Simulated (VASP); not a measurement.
# CuH4 (Cmmm) in VASP: further runs, part 2 of 3

VASP 6.6.1. Earlier steps stand in the parts before.

### 4 Relaxation of cell and atoms, PBE

This run uses another cell than the first one, of 15.51 Å³/atom, 1.703 times its volume.

Contents of INCAR:

```
PREC = Accurate ; ENCUT = 600
EDIFF = 1E-7 ; ISMEAR = 0
SIGMA = 0.1 ; LREAL = False
LASPH = True ; NELM = 60
ALGO = Normal ; ISIF = 3
LWAVE = False ; LCHARG = False
GGA = PE ; IBRION = 2
NSW = 90 ; EDIFFG = -0.04
```

Contents of KPOINTS:

```
regular mesh
0
Gamma
  4 4 6
```

Contents of POSCAR:

```
CuH4
1.0
    3.4811870700     -3.4811870700      0.0000000000
    3.4811870700      3.4811870700      0.0000000000
    0.0000000000      0.0000000000      3.2000422800
Cu H
1 4
Direct
    0.0000000000      0.0000000000      0.0000000000
    0.6950000000      0.3050000000      0.0000000000
    0.3050000000      0.6950000000      0.0000000000
    0.8050000000      0.8050000000      0.5000000000
    0.1950000000      0.1950000000      0.5000000000
```

Started as:

```sh
$ cat potpaw_PBE.64/Cu/POTCAR potpaw_PBE.64/H/POTCAR > POTCAR
$ mpirun -np 1 vasp_std > vasp.out
```

Run time: 11 min. Hardware: 1 thread of Intel Xeon 6975P-C (Granite Rapids), shared host; peak memory 0.23 GiB.

It converged, with:

| Property | Result |
| --- | --- |
| Free energy | -16.3197 eV |
| Relaxed volume | 11.79 Å³/atom |
| Relaxed cell | a = 5.118 Å, b = 5.118 Å, c = 2.398 Å, α = 90.00°, β = 90.00°, γ = 69.79° |
| Space group after relaxing (to 0.05 Å) | Cmmm (No. 65) |
| Energy gained by relaxing | 1216.9 meV/atom |
| Ionic steps | 59 |
| Pressure after relaxing | 0.2 GPa |
| Largest force after relaxing | 0.036 eV/Å |

Forces on the atoms (eV/Å):
```
Cu   0.000  0.000  0.000
H    0.000 -0.036  0.000
H    0.000  0.036  0.000
H    0.009  0.000  0.000
H   -0.009  0.000  0.000
```

Stress tensor (GPa, compression positive):
```
0.00 0.00 0.00
0.00 0.27 0.00
0.00 0.00 0.39
```

The path:
```tsv
step	energy change (eV)	largest force (eV/Å)	pressure (GPa)	volume (Å³)
1	0.0000	1.3537	-13.81	77.56
3	-1.8767	4.5224	51.96	31.41
5	-3.7103	0.5657	1.86	40.46
7	-3.7155	0.4621	0.41	41.03
9	-3.7611	0.3576	1.27	40.46
11	-3.7737	0.0785	-0.29	40.78
13	-3.7824	0.0861	0.63	40.41
15	-3.7834	0.4902	6.09	38.60
17	-3.7919	0.2828	3.65	39.37
19	-3.7942	0.2931	3.75	39.33
21	-3.8039	0.3435	4.24	39.15
23	-3.8558	0.7272	6.80	38.33
25	-3.9313	2.7747	40.48	33.43
27	-3.9784	3.7013	33.89	34.12
29	-3.9640	3.5674	35.67	33.93
31	-5.3119	5.4365	7.89	42.29
33	-5.4867	1.5520	10.17	40.28
35	-5.7135	1.7000	0.58	44.26
37	-5.9604	0.3299	-2.03	51.34
39	-6.0252	0.7466	-0.41	51.72
41	-6.0433	0.3043	1.29	51.75
43	-6.0676	0.1701	0.46	53.75
45	-6.0664	0.5308	-0.11	54.03
47	-6.0719	0.1127	0.25	54.11
49	-6.0767	0.0692	0.14	55.82
51	-6.0782	0.2283	0.25	56.40
53	-6.0809	0.1560	0.10	57.09
55	-6.0831	0.0931	-0.18	58.64
57	-6.0842	0.0954	0.04	58.88
59	-6.0845	0.0363	0.22	58.95
```

Final structure:
```cif
data_structure
_symmetry_space_group_name_H-M 'P 1'
_symmetry_Int_Tables_number 1
_cell_length_a 5.1183
_cell_length_b 5.1183
_cell_length_c 2.3979
_cell_angle_alpha 90.000
_cell_angle_beta 90.000
_cell_angle_gamma 69.789
_cell_volume 58.95
loop_
_atom_site_label
_atom_site_type_symbol
_atom_site_fract_x
_atom_site_fract_y
_atom_site_fract_z
_atom_site_occupancy
Cu1 Cu 0.00000 0.00000 0.00000 1
H1 H 0.56402 0.43598 0.00000 1
H2 H 0.43598 0.56402 0.00000 1
H3 H 0.86922 0.86922 0.50000 1
H4 H 0.13078 0.13078 0.50000 1
```

Levels at points of the mesh, in eV from the Fermi level:
| k point | band 5 | band 6 | band 7 | band 8 | band 9 | band 10 |
| --- | --- | --- | --- | --- | --- | --- |
| (0.00, 0.00, 0.00) | -2.45 | -2.24 | -1.91 | -1.73 | 2.09 | 6.44 |
| (0.50, 0.00, 0.00) | -2.44 | -2.32 | -2.24 | -1.73 | 4.01 | 5.15 |
| (0.50, 0.50, 0.00) | -2.41 | -2.24 | -1.90 | -1.73 | 1.39 | 6.72 |
| (0.00, 0.00, 0.50) | -2.29 | -2.13 | -1.67 | 4.29 | 4.78 | 7.32 |
| (0.50, 0.00, 0.50) | -2.29 | -2.12 | -1.82 | 3.98 | 4.29 | 7.65 |
| (0.50, 0.50, 0.50) | -2.27 | -2.12 | -1.67 | 3.76 | 5.23 | 6.71 |

Caveat: the volume moved by over 15 % at a fixed basis, so the end points are rough.

### 5 Relaxation of cell and atoms, PBE

This run uses another cell than the first one, of 12.71 Å³/atom, 1.395 times its volume.

Contents of INCAR:

```
SYSTEM = CuH4
ALGO = Normal
EDIFF = 1E-6
EDIFFG = -0.01
ENCUT = 600
GGA = PE
IBRION = 2
ISIF = 3
ISMEAR = 0
LASPH = .TRUE.
LCHARG = .FALSE.
LREAL = .FALSE.
LWAVE = .FALSE.
NELM = 80
NSW = 100
PREC = Accurate
SIGMA = 0.1
```

Contents of KPOINTS:

```
k-points
0
G
  8 8 16
  0 0 0
```

Contents of POSCAR:

```
CuH4
1.0
    2.9768825237     -4.4388911903      0.0000000000
    2.9768825237      4.4388911903      0.0000000000
    0.0000000000      0.0000000000      2.4041448011
Cu H
1 4
Direct
    0.0000000000      0.0000000000      0.0000000000
    0.5630734617      0.5630734617      0.0000000000
    0.4369265383      0.4369265383      0.0000000000
    0.1236435142      0.8763564858      0.5000000000
    0.8763564858      0.1236435142      0.5000000000
```

Started as:

```sh
$ cat potpaw_PBE.64/Cu/POTCAR potpaw_PBE.64/H/POTCAR > POTCAR
$ mpirun -np 1 vasp_std > vasp.out
```

Run time: 2.4 min. Hardware: 1 thread of Intel Xeon 6975P-C (Granite Rapids), shared host; peak memory 0.34 GiB.

Results (log left out):

```yaml
Free_energy: -16.2568 eV
Relaxed_volume: 12.72 Å³/atom
Relaxed_cell: a = 5.345 Å, b = 5.345 Å, c = 2.407 Å, α = 90.00°, β = 90.00°, γ = 112.34°
Space_group_after_relaxing_to_0.05_Å: Cmmm (No. 65)
Energy_gained_by_relaxing: 0.0 meV/atom
Ionic_steps: 4
Pressure_after_relaxing: 0.0 GPa
Largest_force_after_relaxing: 0.007 eV/Å
```

Forces on the atoms (eV/Å):
```
Cu   0.000  0.000  0.000
H    0.007  0.000  0.000
H   -0.007  0.000  0.000
H    0.000  0.004  0.000
H    0.000 -0.004  0.000
```

Final structure:
```xyz
5
Lattice="2.9753 -4.4397 0.0000 2.9753 4.4397 0.0000 0.0000 0.0000 2.4073" Properties=species:S:1:pos:R:3 pbc="T T T"
Cu    0.0000    0.0000    0.0000
H     3.3504    0.0000    0.0000
H     2.6002    0.0000    0.0000
H     2.9753    3.3405    1.2037
H     2.9753   -3.3405    1.2037
```

Levels at points of the mesh, in eV from the Fermi level:
```csv
k point,band 5,band 6,band 7,band 8,band 9,band 10,band 11
"(0.00, 0.00, 0.00)",-2.89,-2.70,-2.40,-2.19,1.60,5.60,6.54
"(0.50, 0.00, 0.00)",-2.88,-2.75,-2.70,-2.20,3.43,4.61,5.39
"(0.50, 0.50, 0.00)",-2.86,-2.70,-2.38,-2.20,1.06,5.85,7.31
"(0.00, 0.00, 0.50)",-2.74,-2.58,-2.15,3.74,4.28,6.83,7.67
"(0.50, 0.00, 0.50)",-2.74,-2.58,-2.27,3.51,3.82,7.17,7.18
"(0.50, 0.50, 0.50)",-2.73,-2.57,-2.15,3.32,4.64,6.36,6.47
```

### 6 Single point, PBE

This run uses another cell than the first one, of 12.71 Å³/atom, 1.395 times its volume.

Contents of INCAR:

```
SYSTEM = CuH4
  PREC = Accurate
  ENCUT = 520
  EDIFF = 1E-6
  ISMEAR = 0
  SIGMA = 0.1
  LREAL = .FALSE.
  LASPH = .TRUE.
  NELM = 100
  ALGO = Normal
  ISIF = 2
  LWAVE = .FALSE.
  LCHARG = .FALSE.
  GGA = PE
  NBANDS = 16
```

Contents of KPOINTS:

```
Automatic mesh
0
G
  10 10 16
  0 0 0
```

POSCAR is that of step 5.

Potentials or basis: VASP PAW PBE potentials, release 64 (Cu, H).

Started as:

```sh
$ cat potpaw_PBE.64/Cu/POTCAR potpaw_PBE.64/H/POTCAR > POTCAR
$ mpirun -np 1 vasp_std > vasp.out
```

OUTCAR:

```text
SYSTEM = CuH4
   PREC = Accurate
   ENCUT = 520
   EDIFF = 1E-6
   ISMEAR = 0
   LREAL = .FALSE.
   LASPH = .TRUE.
   NELM = 100
   ISIF = 2
   GGA = PE

 ion  position               nearest neighbor table
   1  0.000  0.000  0.000-   4 1.63   5 1.63   4 1.63   5 1.63
   2  0.563  0.563  0.000-   3 0.75
   3  0.437  0.437  0.000-   2 0.75
   4  0.124  0.876  0.500-   1 1.63   1 1.63
   5  0.876  0.124  0.500-   1 1.63   1 1.63

  LATTYP: Found a base centered orthorhombic cell.
 ALAT       =     5.9537650474
 B/A-ratio  =     1.4911207127
[... 657 lines left out ...]
  --------------------------------------------------------------------------------------
  -------------------------------------------------------------------------------------
  Total       -0.0819549     -0.0218268      0.0436973      0.0000000      0.0000000      0.0000000
  in kB       -2.0666116     -0.5503949      1.1018909      0.0000000      0.0000000      0.0000000
  external PRESSURE =      -0.5050385 kB  Pullay stress =       0.0000000 kB

 VOLUME and BASIS-vectors are now :
 -----------------------------------------------------------------------------
  energy-cutoff  :      520.00
  volume of cell :       63.54
      direct lattice vectors                 reciprocal lattice vectors
     2.976882524 -4.438891190  0.000000000     0.167960944 -0.112640743  0.000000000
     2.976882524  4.438891190  0.000000000     0.167960944  0.112640743  0.000000000
     0.000000000  0.000000000  2.404144801     0.000000000  0.000000000  0.415948324

 POSITION                                       TOTAL-FORCE (eV/Angst)
 -----------------------------------------------------------------------------------
      0.00000      0.00000      0.00000        -0.000000      0.000000      0.000000
      3.35241      0.00000      0.00000        -0.017285      0.000000      0.000000
      2.60136      0.00000      0.00000         0.017285      0.000000     -0.000000
      2.97688      3.34121      1.20207        -0.000000     -0.018244      0.000000
      2.97688     -3.34121      1.20207        -0.000000      0.018244      0.000000
 -----------------------------------------------------------------------------------
    total drift:                               -0.000000      0.000000     -0.000000

  FREE ENERGIE OF THE ION-ELECTRON SYSTEM (eV)
  ---------------------------------------------------
  free  energy   TOTEN  =       -16.2540456629 eV

  energy  without entropy=      -16.2508250959  energy(sigma->0) =      -16.25243538
```

OSZICAR:

```text
N       E                     dE             d eps       ncg     rms          rms(c)
DAV:   1     0.628027278977E+02    0.62803E+02   -0.59455E+03  8928   0.890E+02
DAV:   2    -0.145000240216E+02   -0.77303E+02   -0.67287E+02  9616   0.184E+02
DAV:   3    -0.186271030397E+02   -0.41271E+01   -0.40818E+01 12080   0.494E+01
DAV:   4    -0.186916083812E+02   -0.64505E-01   -0.64496E-01  9712   0.645E+00
DAV:   5    -0.186930155712E+02   -0.14072E-02   -0.14072E-02 12264   0.105E+00    0.120E+01
DAV:   6    -0.178931086226E+02    0.79991E+00   -0.25746E+01 11560   0.990E+01    0.761E+00
DAV:   7    -0.163852921741E+02    0.15078E+01   -0.66052E+00 11408   0.644E+01    0.216E+00
DAV:   8    -0.162849974352E+02    0.10029E+00   -0.58095E-01 12272   0.105E+01    0.146E+00
DAV:   9    -0.162537555459E+02    0.31242E-01   -0.25363E-01 11232   0.107E+01    0.283E-01
DAV:  10    -0.162538780747E+02   -0.12253E-03   -0.14372E-02 11440   0.212E+00    0.355E-02
DAV:  11    -0.162540167148E+02   -0.13864E-03   -0.65200E-04 10464   0.188E-01    0.210E-02
DAV:  12    -0.162540458196E+02   -0.29105E-04   -0.43867E-05  9552   0.101E-01    0.566E-03
DAV:  13    -0.162540456629E+02    0.15664E-06   -0.31811E-06 12272   0.285E-02
   1 F= -.16254046E+02 E0= -.16252435E+02  d E =-.322057E-02
```

stdout:

```text
POSCAR found type information on POSCAR CuH
 POSCAR found :  2 types and       5 ions
 scaLAPACK will be used
 LDA part: xc-table for (Slater+PW92), standard interpolation
 POSCAR, INCAR and KPOINTS ok, starting setup
 FFT: planning ... GRIDC
 FFT: planning ... GRID_SOFT
 FFT: planning ... GRID
 WAVECAR not read
 entering main loop
```

Wall time 2.1 min (1 thread of Intel Xeon Platinum 8488C (Sapphire Rapids), shared host); peak memory 0.37 GiB.

What came out:

```yaml
Free_energy: -16.2540 eV
Pressure: -0.1 GPa
Largest_force: 0.018 eV/Å
```

Forces in eV/Å, atoms in the order of the input:
```
Cu   0.000  0.000  0.000
H   -0.017  0.000  0.000
H    0.017  0.000  0.000
H    0.000 -0.018  0.000
H    0.000  0.018  0.000
```

Stress tensor (GPa, compression positive):
```
-0.21  0.00  0.00
 0.00 -0.06  0.00
 0.00  0.00  0.11
```

(Continued in part 3 of 3.)
